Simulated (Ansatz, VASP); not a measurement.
## One calculation of Al, two programs

File INCAR:

```
SYSTEM = Al
  PREC = Accurate
  ENCUT = 520
  EDIFF = 1E-6
  ISMEAR = 1
  SIGMA = 0.15
  LREAL = .False.
  LASPH = .True.
  NELM = 100
  ALGO = Normal
  ISIF = 2
  LWAVE = .False.
  LCHARG = .True.
  GGA = PE
  IVDW = 12
  LELF = .True.
  LVHAR = .True.
  NBANDS = 8
```

KPOINTS

```
Automatic mesh
0
Gamma
  12 12 12
  0 0 0
```

File POSCAR:

```
Al
1.0
    0.0000000000      2.0248100000      2.0248100000
    2.0248100000      0.0000000000      2.0248100000
    2.0248100000      2.0248100000      0.0000000000
Al
1
Direct
    0.0000000000      0.0000000000      0.0000000000
```

Input for Ansatz:

```yaml
crystal:
  lattice:
    - [0.0, 2.02481, 2.02481]
    - [2.02481, 0.0, 2.02481]
    - [2.02481, 2.02481, 0.0]
  atoms:
    - { symbol: Al, position: [0.0, 0.0, 0.0] }
basis:
  ecutwfc: 489.804952427784
kpoints:
  mp_grid:
    grid: [12, 12, 12]
hamiltonian:
  xc: pbe
  dispersion: d3bj
scf:
  convergence:
    dr2_threshold: 1.0e-10
  occupations:
    method: methfessel_paxton
    width: 0.15
output:
  stress: true
```

Alike in both runs: task single point; functional PBE; dispersion D3(BJ); k mesh 12 × 12 × 12; occupations methfessel-paxton of order 1, width 0.15 eV; no spin polarisation.

```csv
,VASP,Ansatz
version,VASP 6.6.1,Ansatz 0.2.0
potentials or method,"VASP PAW PBE potentials, release 64 (Al), cutoff 520 eV","plane waves, PAW"
valence electrons in the cell,3,3
```

|  | VASP | Ansatz | Ansatz less VASP |
| --- | --- | --- | --- |
| pressure (GPa) | -3.7 | -3.7 | +0.03 |
